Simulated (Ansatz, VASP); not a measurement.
This is a calculation of CuO for Ansatz 0.2.0.

Contents of input.yaml:

```yaml
crystal:
  lattice:
    - [0.0, 2.3116331135, 2.3116331135]
    - [2.3116331135, 0.0, 2.3116331135]
    - [2.3116331135, 2.3116331135, 0.0]
  atoms:
    - { symbol: Cu, position: [0.0, 0.0, 0.0] }
    - { symbol: O, position: [0.25, 0.25, 0.25] }
hamiltonian:
  xc: pbesol
  pseudopotentials: { kind: paw }
kpoints:
  mp_grid: { grid: [10, 10, 10] }
scf:
  occupations: { method: fermi_dirac, width: 0.05 }
output:
  forces: true
  stress: true
  eigenvalues: true
```

Potentials or basis: Ansatz PAW.

Launch:

```bash
$ ansatz run input.yaml --threads 2 --pin off --max-ram 5632MiB --backend cpu --events-out ev --progress --plain --runs-dir out
```

Task: Set up the same calculation for VASP 6.6.1. Potentials there: VASP PAW PBE potentials, release 64 (Cu, O).

Result: As run (the cutoff follows the program's own potentials):

File INCAR:

```
SYSTEM = CuO
  PREC = Accurate
  ENCUT = 520
  EDIFF = 1E-7
  ISMEAR = -1
  SIGMA = 0.05
  LREAL = .FALSE.
  LASPH = .TRUE.
  NELM = 100
  ALGO = Normal
  ISIF = 2
  LWAVE = .FALSE.
  LCHARG = .TRUE.
  GGA = PS
  LELF = .TRUE.
  LVHAR = .TRUE.
  NBANDS = 16
```

Contents of KPOINTS:

```
regular mesh
0
G
  10 10 10
  0 0 0
```

The input POSCAR:

```
CuO
1.0
    0.0000000000      2.3116331135      2.3116331135
    2.3116331135      0.0000000000      2.3116331135
    2.3116331135      2.3116331135      0.0000000000
Cu O
1 1
Direct
    0.0000000000      0.0000000000      0.0000000000
    0.2500000000      0.2500000000      0.2500000000
```

Potentials or basis: VASP PAW PBE potentials, release 64 (Cu, O).

The run is started by

```console
$ cat potpaw_PBE.64/Cu/POTCAR potpaw_PBE.64/O/POTCAR > POTCAR
$ mpirun -np 1 vasp_std > vasp.out
```

Both were run:

|  | VASP | Ansatz | Ansatz less VASP |
| --- | --- | --- | --- |
| gap on the k mesh at the Fermi level (eV) | none | none | - |
| pressure (GPa) | -13.4 | -13.9 | -0.46 |

VASP's potentials were made for PBE, not for PBEsol. A gap of «none» marks a metal or a gap that the smearing closes. VASP's potentials hold 17 valence electrons a cell and Ansatz's 25, so a difference there can come from the potentials and not from the codes.
